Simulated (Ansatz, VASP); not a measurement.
**In2BAs3: VASP beside Ansatz**

```
In B As
1.0
     4.26818    0.00000    0.00000
    -2.13409    3.69635    0.00000
     0.00000    0.00000    8.85731
In B As
2 1 3
Direct
  0.66667 0.33333 0.22385
  0.66667 0.33333 0.77615
  0.00000 0.00000 0.00000
  0.00000 0.00000 0.50000
  0.33333 0.66667 0.00000
  0.33333 0.66667 0.50000
```

Change from the starting cell: species swapped into the Eu2Si3Au type (P-6m2, No. 187).

Alike in both runs: functional PBE; k mesh 12 × 12 × 4; occupations gaussian, width 0.1 eV; no spin polarisation.

Ansatz relaxed the structure, and its values are those at the end. VASP's run is a single point on that final structure, the one shown.

```csv
,VASP,Ansatz
version,VASP 6.6.1,Ansatz 0.2.0
potentials or method,"VASP PAW PBE potentials, release 64 (In_d, B, As), cutoff 520 eV","scalar-relativistic, plane waves, PAW"
valence electrons in the cell,44,74
```

Ansatz gave:

```
gap on the k mesh at the Fermi level (eV) : none
pressure (GPa)                            : 0.0
```

**Question.** Estimate VASP's values.

**Answer.** gap on the k mesh at the Fermi level (eV): none; pressure (GPa): 0.1.

A gap of «none» marks a metal or a gap that the smearing closes. VASP's potentials hold 44 valence electrons a cell and Ansatz's 74, so a difference there can come from the potentials and not from the codes.
